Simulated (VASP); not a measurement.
Re: single point with LDA

The system is Re.

```
CELL_PARAMETERS angstrom
2.72935 0.00000 0.00000
-1.36467 2.36369 0.00000
0.00000 0.00000 4.40087
ATOMIC_POSITIONS crystal
Re 0.33333 0.66667 0.25000
Re 0.66667 0.33333 0.75000
```

```yaml
Program: VASP 6.6.1
Task: single point
Functional: LDA
Potentials_or_basis: VASP PAW LDA potentials, release 64 (Re_sv_GW)
Cutoff: 560 eV
k_mesh: 20 × 20 × 12
Occupations: fermi-dirac, width 0.08 eV
Spin: no spin polarisation
Dipole_correction: no
Further_INCAR_settings: ALGO = Normal; EDIFF = 1e-06; NBANDS = 22
```

| Property | Result |
| --- | --- |
| Pressure | 4.0 GPa |
| Band gap on the k mesh | zero (bands 15 and 16 overlap by 3.69 eV) |

Stress tensor (GPa, compression positive):
```
4.03 0.00 0.00
0.00 4.03 0.00
0.00 0.00 3.94
```

Levels at points of the mesh, in eV from the Fermi level:
```csv
k point,band 13,band 14,band 15,band 16,band 17,band 18
"(0.00, 0.00, 0.00)",-1.67,-0.81,-0.81,0.15,0.15,0.86
"(0.50, 0.00, 0.00)",-1.65,-1.39,-0.60,4.17,4.63,4.75
"(0.00, 0.00, 0.50)",-1.83,-1.83,-1.83,-1.83,2.67,2.67
"(0.50, 0.00, 0.50)",0.37,0.37,1.09,1.09,4.51,4.51
```

Run time: 87 s on 1 thread of Intel(R) Xeon(R) Platinum 8488C (Sapphire Rapids) (shared host), peak memory 0.29 GiB.

Caveat: the cell stands under pressure; spin-orbit coupling is left out, which moves the levels of the heavy elements.
